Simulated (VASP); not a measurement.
Set up this calculation in VASP 6.6.1, as the native input.

| Quantity | Value |
| --- | --- |
| Task | relaxation of cell and atoms |
| Functional | BLYP |
| Dispersion | D4 |
| Potentials or basis | VASP PAW PBE potentials, release 64 (Hf_pv, B) |
| Cutoff | 600 eV |
| k mesh | 10 × 10 × 8 |
| Occupations | fermi-dirac, width 0.05 eV |
| Spin | no spin polarisation |
| Dipole correction | no |
| Further INCAR settings | ALGO = Normal; EDIFF = 1e-07; IBRION = 2; EDIFFG = -0.01; NSW = 60; ISIF = 3 |

The structure of HfB2 lies in POSCAR:

```
HfB2
1.0
    3.1400000000      0.0000000000      0.0000000000
   -1.5700000000      2.7193197679      0.0000000000
    0.0000000000      0.0000000000      3.4800000000
Hf B
1 2
Direct
    0.0000000000      0.0000000000      0.0000000000
    0.6666666667      0.3333333333      0.5000000000
    0.3333333333      0.6666666667      0.5000000000
```

The input as run:

INCAR

```
SYSTEM = HfB2
PREC = Accurate
ENCUT = 600
EDIFF = 1E-7
ISMEAR = -1
SIGMA = 0.05
LREAL = .FALSE.
LASPH = .TRUE.
NELM = 80
ALGO = Normal
ISIF = 3
LWAVE = .FALSE.
LCHARG = .FALSE.
GGA = B5
ALDAX = 1.0
AGGAX = 1.0
AGGAC = 1.0
ALDAC = 0.0
IVDW = 13
VDW_S6 = 1.0
VDW_S8 = 2.34076671
VDW_A1 = 0.44488865
VDW_A2 = 4.0933009
IBRION = 2
NSW = 60
EDIFFG = -0.01
```

KPOINTS

```
regular mesh
0
G
  10 10 8
  0 0 0
```

Potentials or basis: VASP PAW PBE potentials, release 64 (Hf_pv, B).

Run with:

```console
$ cat potpaw_PBE.64/Hf_pv/POTCAR potpaw_PBE.64/B/POTCAR > POTCAR
$ mpirun -np 1 vasp_std > vasp.out
```

Results of the run:

* Relaxed volume: 9.78 Å³/atom
* Relaxed cell: a = 3.122 Å, b = 3.122 Å, c = 3.476 Å, α = 90.00°, β = 90.00°, γ = 120.00°
* Space group after relaxing (to 0.05 Å): P6/mmm (No. 191)
* Energy gained by relaxing: 1.5 meV/atom
* Ionic steps: 4
* Pressure after relaxing: 0.0 GPa
* Band gap on the k mesh: zero (band 8 reaches 8.93 eV, above the bottom of band 9 at 8.03 eV)
* Dispersion energy per atom: -0.592 eV

Caveat: the PAW data sets were made with another functional, which shifts forces and pressure a little; spin-orbit coupling is left out, which moves the levels of the heavy elements; pairwise dispersion overbinds metals, which lowers pressure and volume.

Wall time 3.1 min on 1 thread of Intel(R) Xeon(R) Platinum 8375C CPU @ 2.90GHz (Ice Lake) (shared host), peak memory 0.19 GiB.
